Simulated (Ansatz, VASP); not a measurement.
## Sc2In: VASP beside Ansatz

File INCAR:

```
  PREC = Accurate
  ENCUT = 520
  EDIFF = 1E-6
  ISMEAR = 1
  SIGMA = 0.1
  LREAL = False
  LASPH = True
  NELM = 100
  ALGO = Normal
  ISIF = 2
  LWAVE = False
  LCHARG = False
  NBANDS = 44
```

Contents of KPOINTS:

```
Automatic mesh
0
Gamma
  5 5 4
```

POSCAR

```
Sc2In
1.0
    5.0430440000      0.0000000000      0.0000000000
   -2.5215220000      4.3674040000      0.0000000000
    0.0000000000      0.0000000000      6.3022650000
Sc In
4 2
Direct
    0.0000000000      0.0000000000      0.0000000000
    0.0000000000      0.0000000000      0.5000000000
    0.3333333333      0.6666666667      0.7500000000
    0.6666666667      0.3333333333      0.2500000000
    0.3333333333      0.6666666667      0.2500000000
    0.6666666667      0.3333333333      0.7500000000
```

Input for Ansatz:

```yaml
crystal:
  lattice:
    - [5.043044, 0.0, 0.0]
    - [-2.521522, 4.367404, 0.0]
    - [0.0, 0.0, 6.302265]
  atoms:
    - { symbol: Sc, position: [0.0, 0.0, 0.0] }
    - { symbol: Sc, position: [0.0, 0.0, 0.5] }
    - { symbol: Sc, position: [0.3333333333333333, 0.6666666666666666, 0.75] }
    - { symbol: Sc, position: [0.6666666666666666, 0.3333333333333333, 0.25] }
    - { symbol: In, position: [0.3333333333333333, 0.6666666666666666, 0.25] }
    - { symbol: In, position: [0.6666666666666666, 0.3333333333333333, 0.75] }
basis:
  ecutwfc: 500.0
kpoints:
  mp_grid:
    grid: [5, 5, 4]
hamiltonian:
  xc: lda
scf:
  occupations:
    method: cold
    width: 0.1
output:
  stress: true
```

Alike in both runs: task single point; functional LDA; k mesh 5 × 5 × 4; no spin polarisation.

|  | VASP | Ansatz |
| --- | --- | --- |
| version | VASP 6.6.1 | Ansatz 0.2.0 |
| potentials or method | VASP PAW LDA potentials, release 64 (Sc_sv, In_d), cutoff 520 eV | plane waves, PAW |
| occupations | methfessel-paxton of order 1, width 0.1 eV | cold, width 0.1 eV |
| valence electrons in the cell | 70 | 70 |

```csv
,VASP,Ansatz,Ansatz less VASP
pressure (GPa),-5.1,-5.2,-0.15
```

LDA's correlation is that of Perdew and Zunger in VASP and of Perdew and Wang (1992) in Ansatz.
